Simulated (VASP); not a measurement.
# Ir (Fm-3m) in VASP: density of states with PBEsol

Aim: the density of states of Ir with PBEsol.

Everything below comes from runs of VASP 6.6.1. Logs are shortened: lines on timing, memory, paths and dates and some standing lists are left out, and cuts for length are marked.

### 1 The cell of the first run

It takes space group Fm-3m (No. 225, cubic). The conventional cell has a = 3.830 Å, b = 3.830 Å, c = 3.830 Å, α = 90.00°, β = 90.00°, γ = 90.00°. Within 3.6 Å of Ir (site symmetry m-3m) lie 12 Ir at 2.71 Å.

### 2 Density of states, PBEsol

POSCAR reads:

```
Ir
1.0
    0.0000000000      1.9151294299      1.9151294299
    1.9151294299      0.0000000000      1.9151294299
    1.9151294299      1.9151294299      0.0000000000
Ir
1
Direct
    0.0000000000      0.0000000000      0.0000000000
```

INCAR.step1 reads:

```
SYSTEM = Ir
PREC = Accurate
ENCUT = 520
EDIFF = 1E-6
ISMEAR = 0
SIGMA = 0.1
LREAL = .FALSE.
LASPH = .TRUE.
NELM = 60
ALGO = Normal
ISIF = 2
LWAVE = .FALSE.
LCHARG = .TRUE.
LMAXMIX = 4
GGA = PS
NBANDS = 10
```

KPOINTS.step1 reads:

```
regular mesh
0
G
  18 18 18
  0 0 0
```

INCAR.step2 reads:

```
SYSTEM = Ir
PREC = Accurate
ENCUT = 520
EDIFF = 1E-6
ISMEAR = -5
SIGMA = 0.1
LREAL = .FALSE.
LASPH = .TRUE.
NELM = 60
ALGO = Normal
ISIF = 2
LWAVE = .FALSE.
LCHARG = .FALSE.
LMAXMIX = 4
GGA = PS
LORBIT = 11
NBANDS = 10
NEDOS = 1001
ICHARG = 11
```

KPOINTS.step2 reads:

```
regular mesh
0
G
  27 27 27
  0 0 0
```

Potentials or basis: VASP PAW PBE potentials, release 64 (Ir).

The run is started by

```console
> cat potpaw_PBE.64/Ir/POTCAR > POTCAR
> cp INCAR.step1 INCAR
> cp KPOINTS.step1 KPOINTS
> mpirun -np 1 vasp_std > vasp.out
> cp INCAR.step2 INCAR
> cp KPOINTS.step2 KPOINTS
> mpirun -np 1 vasp_std > vasp.out
```

OUTCAR:

```text
SYSTEM = Ir
   PREC = Accurate
   ENCUT = 520
   EDIFF = 1E-6
   ISMEAR = -5
   LREAL = .FALSE.
   LASPH = .TRUE.
   NELM = 60
   ISIF = 2
   GGA = PS
   LORBIT = 11
   ICHARG = 11

 ion  position               nearest neighbor table
   1  0.000  0.000  0.000-

  LATTYP: Found a face centered cubic cell.
 ALAT       =     3.8302588598

  Lattice vectors:

 A1 = (   0.0000000000,   1.9151294299,   1.9151294299)
 A2 = (   1.9151294299,   0.0000000000,   1.9151294299)
 A3 = (   1.9151294299,   1.9151294299,   0.0000000000)

Analysis of symmetry for initial positions (statically):
=====================================================================
 Subroutine PRICEL returns:
 Original cell was already a primitive cell.

 Routine SETGRP: Setting up the symmetry group for a
 face centered cubic supercell.

 Subroutine GETGRP returns: Found 48 space group operations
 (whereof 48 operations were pure point group operations)
 out of a pool of 48 trial point group operations.

The static configuration has the point symmetry O_h .

Analysis of symmetry for dynamics (positions and initial velocities):
=====================================================================
 Subroutine PRICEL returns:
 Original cell was already a primitive cell.

 Routine SETGRP: Setting up the symmetry group for a
 face centered cubic supercell.

 Subroutine GETGRP returns: Found 48 space group operations
 (whereof 48 operations were pure point group operations)
 out of a pool of 48 trial point group operations.

The dynamic configuration has the point symmetry O_h .

 Subroutine INISYM returns: Found 48 space group operations
 (whereof 48 operations are pure point group operations),
 and found     1 'primitive' translations

----------------------------------------------------------------------------------------

                                     Primitive cell

  volume of cell :      14.0483

  direct lattice vectors                    reciprocal lattice vectors
     0.000000000  1.915129430  1.915129430    -0.261078960  0.261078960  0.261078960
     1.915129430  0.000000000  1.915129430     0.261078960 -0.261078960  0.261078960
     1.915129430  1.915129430  0.000000000     0.261078960  0.261078960 -0.261078960

  length of vectors
     2.708402013  2.708402013  2.708402013     0.452202024  0.452202024  0.452202024

  position of ions in fractional coordinates (direct lattice)
     0.000000000  0.000000000  0.000000000

  ion indices of the primitive-cell ions
   primitive index   ion index
                 1           1

----------------------------------------------------------------------------------------

 KPOINTS: regular mesh

Automatic generation of k-mesh.
 Grid dimensions read from file:
 generate k-points for:   27   27   27

 Generating k-lattice:

  Cartesian coordinates                     Fractional coordinates (reciprocal lattice)
    -0.009669591  0.009669591  0.009669591     0.037037037  0.000000000  0.000000000
     0.009669591 -0.009669591  0.009669591     0.000000000  0.037037037  0.000000000
     0.009669591  0.009669591 -0.009669591     0.000000000  0.000000000  0.037037037

  Length of vectors
     0.016748223  0.016748223  0.016748223

  Shift w.r.t. Gamma in fractional coordinates (k-lattice)
     0.000000000  0.000000000  0.000000000

 TETIRR: Found   2653 inequivalent tetrahedra from   118098

 Subroutine IBZKPT returns following result:
 ===========================================

 Found    560 irreducible k-points:

 Following reciprocal coordinates:
            Coordinates               Weight
  0.000000  0.000000  0.000000      1.000000
  0.037037  0.000000  0.000000      8.000000
  0.074074  0.000000  0.000000      8.000000
  0.111111  0.000000  0.000000      8.000000
  0.148148  0.000000  0.000000      8.000000
  0.185185  0.000000  0.000000      8.000000
[... 16 lines left out ...]
  0.333333  0.037037  0.000000     24.000000
  0.370370  0.037037  0.000000     24.000000
 [... further k-points ...]
   k-points           NKPTS =    560   k-points in BZ     NKDIM =    560   number of bands    NBANDS=     10
   number of dos      NEDOS =   1001   number of ions     NIONS =      1
   total plane-waves  NPLWV =   8000
   dimension x,y,z NGX =    20 NGY =   20 NGZ =   20
   dimension x,y,z NGXF=    40 NGYF=   40 NGZF=   40
   ions per type =               1
   NGX,Y,Z   is equivalent  to a cutoff of  12.28, 12.28, 12.28 a.u.
   NGXF,Y,Z  is equivalent  to a cutoff of  24.55, 24.55, 24.55 a.u.
 SYSTEM =  Ir
   PREC   = accura    normal or accurate (medium, high low for compatibility)
   ISTART =      0    job   : 0-new  1-cont  2-samecut
   ICHARG =     11    charge: 1-file 2-atom 10-const
   ISPIN  =      1    spin polarized calculation?
   LNONCOLLINEAR =      F non collinear calculations
   LSORBIT =      F    spin-orbit coupling
   LASPH  =      T    aspherical Exc in radial PAW
   ENCUT  =  520.0 eV  38.22 Ry    6.18 a.u.   5.04  5.04  5.04*2*pi/ulx,y,z
   NELM   =     60;   NELMIN=  2; NELMDL=  0     # of ELM steps
   EDIFF  = 0.1E-05   stopping-criterion for ELM
   LREAL  =      F    real-space projection
   EDIFFG = 0.1E-04   stopping-criterion for IOM
   NSW    =      0    number of steps for IOM
   IBRION =     -1    ionic relax: 0-MD 1-quasi-New 2-CG
   NFREE  =      0    steps in history (QN), initial steepest desc. (CG)
   ISIF   =      2    stress and relaxation
   ISYM   =      2    0-nonsym 1-usesym 2-fastsym
   POTIM  = 0.5000    time-step for ionic-motion
   TEBEG  =    0.0;   TEEND  =   0.0 temperature during run
   PSTRESS=    0.0 pullay stress
   NELECT =       9.0000    total number of electrons
   NUPDOWN=      -1.0000    fix difference up-down
   EMIN   =  10.00;   EMAX   =-10.00  energy-range for DOS
   EFERMI =   0.00;   METHOD = LEGACY
   ISMEAR =    -5;   SIGMA  =   0.10  broadening in eV -4-tet -1-fermi 0-gaus
   EFERMI_NEDOS =   21; number of points for ismear=-14 and -15
   IALGO  =     38    algorithm
   IMIX   =      4    mixing-type and parameters
     AMIX     =   0.40;   BMIX     =  1.00
     AMIX_MAG =   1.60;   BMIX_MAG =  1.00
  volume/ion in A,a.u.               =      14.05        94.80
  Fermi-wavevector in a.u.,A,eV,Ry     =   1.411283  2.666939 27.099004  1.991721
  Thomas-Fermi vector in A             =   2.533151
   LORBIT       =     11    0 simple, 1 ext, 2 COOP (PROOUT), +10 PAW based schemes
   GGA     = PS    functional components
   LHFCALC =     F    Hartree Fock is set to
   AEXX    =    0.0000 exact exchange contribution
   IVDW    =     0    specifies the selected vdW correction
   LEPSILON=     F    determine dielectric tensor
   LRPA    =     F    only Hartree local field effects (RPA)
 non-spin polarized calculation
 Fermi weights with tetrahedron method with Bloechl corrections
  energy-cutoff  :      520.00
  volume of cell :       14.05
 maximum number of plane-waves:       388

 number of electron       9.0000000 magnetization

 Free energy of the ion-electron system (eV)
  ---------------------------------------------------
  ext. energy  EPLUGINS =         0.00000000
  ---------------------------------------------------
  free energy    TOTEN  =        -9.81918594 eV

  energy without entropy =       -9.81918594  energy(sigma->0) =       -9.81918594

 E-fermi :  10.3575     XC(G=0): -14.1427

 val. band max:       10.3554170519   @ k =   0.3704   0.1111   0.0000
 cond. band min:      10.3306505721   @ k =   0.4815   0.3333   0.1111
 fundamental gap:     -0.0247664798
 Fermi energy:        10.3574679367

 k-point     1 :       0.0000    0.0000    0.0000
  band No.  band energies     occupation
      1      -0.8985      2.00000
      2       6.4232      2.00000
      3       6.4232      2.00000
      4       6.4232      2.00000
      5       9.1695      2.00000
      6       9.1695      2.00000
      7      24.6731      0.00000
      8      30.2888      0.00000
      9      30.2888      0.00000
     10      30.2888      0.00000

 k-point     2 :       0.0370    0.0000    0.0000
  band No.  band energies     occupation
      1      -0.8366      2.00000
      2       6.3890      2.00000
      3       6.4507      2.00000
      4       6.4507      2.00000
      5       9.1510      2.00000
      6       9.1510      2.00000
      7      24.7817      0.00000
      8      29.9227      0.00000
      9      30.3912      0.00000
     10      30.3912      0.00000

 k-point     3 :       0.0741    0.0000    0.0000
  band No.  band energies     occupation
      1      -0.6535      2.00000
      2       6.2932      2.00000
      3       6.5288      2.00000
      4       6.5288      2.00000
      5       9.1020      2.00000
      6       9.1020      2.00000
      7      25.0963      0.00000
      8      29.0775      0.00000
      9      30.6939      0.00000
     10      30.6939      0.00000

 k-point     4 :       0.1111    0.0000    0.0000
  band No.  band energies     occupation
      1      -0.3579      2.00000
      2       6.1546      2.00000
      3       6.6435      2.00000
      4       6.6435      2.00000
      5       9.0418      2.00000
      6       9.0418      2.00000
      7      25.5790      0.00000
      8      28.0701      0.00000
      9      31.1845      0.00000
     10      31.1845      0.00000
[... 222 lines left out ...]
 k-point    22 :       0.2963    0.0370    0.0000
  band No.  band energies     occupation
      1       1.7378      2.00000
      2       6.0424      2.00000
      3       6.7757      2.00000
      4       6.8567      2.00000
      5       9.4470      2.00000
      6       9.8935      2.00002
      7      23.2291      0.00000
      8      26.8595      0.00000
      9      33.2043      0.00000
     10      34.1329      0.00000

 k-point    23 :       0.3333    0.0370    0.0000
  band No.  band energies     occupation
      1       2.0049      2.00000
      2       6.4854      2.00000
      3       6.6510      2.00000
      4       6.7495      2.00000
      5       9.8681      2.00000
      6      10.2530      1.38010
      7      22.0883      0.00000
      8      26.1855      0.00000
      9      32.5402      0.00000
     10      33.6292      0.00000

 k-point    24 :       0.3704    0.0370    0.0000
  band No.  band energies     occupation
      1       2.1456      2.00000
      2       6.5159      2.00000
      3       6.6329      2.00000
      4       7.1331      2.00000
      5      10.3217      1.37437
      6      10.6150     -0.02937
      7      20.8812      0.00000
      8      25.5063      0.00000
      9      31.6878      0.00000
     10      32.6014      0.00000

 [... further k-points ...]
[... 5 lines left out ...]
  --------------------------------------------------------------------------------------
  -------------------------------------------------------------------------------------
  Total        0.0621497      0.0621497      0.0621497      0.0000000     -0.0000000     -0.0000000
  in kB        7.0880290      7.0880290      7.0880290      0.0000000     -0.0000000     -0.0000000
  external PRESSURE =       7.0880290 kB  Pullay stress =       0.0000000 kB

 VOLUME and BASIS-vectors are now :
 -----------------------------------------------------------------------------
  energy-cutoff  :      520.00
  volume of cell :       14.05
      direct lattice vectors                 reciprocal lattice vectors
     0.000000000  1.915129430  1.915129430    -0.261078960  0.261078960  0.261078960
     1.915129430  0.000000000  1.915129430     0.261078960 -0.261078960  0.261078960
     1.915129430  1.915129430  0.000000000     0.261078960  0.261078960 -0.261078960

 POSITION                                       TOTAL-FORCE (eV/Angst)
 -----------------------------------------------------------------------------------
      0.00000      0.00000      0.00000        -0.000000      0.000000      0.000000
 -----------------------------------------------------------------------------------
    total drift:                               -0.000000     -0.000000      0.000000

  FREE ENERGIE OF THE ION-ELECTRON SYSTEM (eV)
  ---------------------------------------------------
  free  energy   TOTEN  =        -9.8191859427 eV

  energy  without entropy=       -9.8191859427  energy(sigma->0) =       -9.81918594

 total charge

# of ion       s       p       d       tot
------------------------------------------
    1        0.676   0.751   6.983   8.410
```

Run time: 50 s. Hardware: 1 thread of Intel Xeon Platinum 8488C (Sapphire Rapids), shared host; peak memory 0.19 GiB.

What came out:

```yaml
Valence_electrons_inside_the_program's_atomic_spheres: Ir 8.41
```

Levels at points of the mesh, in eV from the Fermi level:
```tsv
k point	band 1	band 2	band 3	band 4	band 5	band 6	band 7	band 8	band 9
(0.00, 0.00, 0.00)	-11.26	-3.93	-3.93	-3.93	-1.19	-1.19	14.32	19.93	19.93
```

Caveat: the PAW data sets were made with another functional, which shifts forces and pressure a little; spin-orbit coupling is left out, which moves the levels of the heavy elements; tetrahedron occupations give inexact forces and stress in metals.
